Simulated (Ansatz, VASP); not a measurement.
One calculation of InSb, two programs

```
CELL_PARAMETERS angstrom
0.00000 3.32222 3.32222
3.32222 0.00000 3.32222
3.32222 3.32222 0.00000
ATOMIC_POSITIONS crystal
In 0.00000 0.00000 0.00000
Sb 0.25000 0.25000 0.25000
```

Alike in both runs: functional r2SCAN; k mesh 9 × 9 × 9; occupations fermi-dirac, width 0.1 eV; no spin polarisation.

Ansatz relaxed the structure, and its values are those at the end. VASP's run is a single point on that final structure, the one shown.

```csv
,VASP,Ansatz
version,VASP 6.6.1,Ansatz 0.2.0
potentials or method,"VASP PAW PBE potentials, release 64 (In_d, Sb), cutoff 520 eV",PAW plane waves
valence electrons in the cell,18,28
```

|  | VASP | Ansatz | Ansatz less VASP |
| --- | --- | --- | --- |
| pressure (GPa) | -1.6 | -1.6 | +0.03 |

VASP's potentials were made for PBE, not for r2SCAN. VASP's potentials hold 18 valence electrons a cell and Ansatz's 28, so a difference there can come from the potentials and not from the codes. Ansatz's warnings: stress scf threshold loose.

Spin-orbit coupling is off throughout.
